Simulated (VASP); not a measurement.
HfSiO4:

```
CELL_PARAMETERS angstrom
-3.28625 3.28625 2.98160
3.28625 -3.28625 2.98160
3.28625 3.28625 -2.98160
ATOMIC_POSITIONS crystal
Hf 0.75000 0.25000 0.50000
Hf 0.00000 0.00000 0.00000
Si 0.25000 0.75000 0.50000
Si 0.50000 0.50000 0.00000
O 0.13530 0.31980 0.81550
O 0.06980 0.75430 0.68450
O 0.50430 0.31980 0.18450
O 0.06980 0.38530 0.31550
O 0.61470 0.93020 0.68450
O 0.68020 0.86470 0.18450
O 0.24570 0.93020 0.31550
O 0.68020 0.49570 0.81550
```

```yaml
Program: VASP 6.6.1
Task: relaxation of cell and atoms
Functional: PBE
Potentials_or_basis: VASP PAW PBE potentials, release 64 (Hf_pv, Si, O)
Cutoff: 600 eV
k_mesh: 6 × 6 × 6
Occupations: fermi-dirac, width 0.02 eV
Spin: no spin polarisation
```

At the start: pressure 5.5 GPa; volume 10.73 Å³/atom.

Problem. How do energy, volume and symmetry change on relaxing?

Solution. Over 9 steps the energy falls by 4.9 meV/atom and the volume is 10.96 Å³/atom (+2.1 %); space group I4_1/amd (No. 141, to 0.1 Å) before and after.

Step by step:
```csv
step,energy change (eV),largest force (eV/Å),pressure (GPa),volume (Å³)
1,0.0000,0.5263,5.52,128.80
2,0.1524,1.1433,-8.36,135.81
3,-0.0567,0.1160,0.37,131.12
4,-0.0567,0.1049,0.46,131.07
5,-0.0582,0.0696,-0.24,131.67
6,-0.0585,0.0417,-0.09,131.49
7,-0.0585,0.0407,-0.05,131.47
8,-0.0590,0.0230,-0.02,131.48
9,-0.0592,0.0040,0.02,131.48
```

Final structure:
```cif
data_structure
_symmetry_space_group_name_H-M 'P 1'
_symmetry_Int_Tables_number 1
_cell_length_a 5.5597
_cell_length_b 5.5597
_cell_length_c 5.5597
_cell_angle_alpha 106.953
_cell_angle_beta 106.953
_cell_angle_gamma 114.635
_cell_volume 131.48
loop_
_atom_site_label
_atom_site_type_symbol
_atom_site_fract_x
_atom_site_fract_y
_atom_site_fract_z
_atom_site_occupancy
Hf1 Hf 0.75000 0.25000 0.50000 1
Hf2 Hf 0.00000 0.00000 0.00000 1
Si1 Si 0.25000 0.75000 0.50000 1
Si2 Si 0.50000 0.50000 0.00000 1
O1 O 0.13361 0.31837 0.81524 1
O2 O 0.06837 0.75313 0.68476 1
O3 O 0.50313 0.31837 0.18476 1
O4 O 0.06837 0.38361 0.31524 1
O5 O 0.61639 0.93163 0.68476 1
O6 O 0.68163 0.86639 0.18476 1
O7 O 0.24687 0.93163 0.31524 1
O8 O 0.68163 0.49687 0.81524 1
```
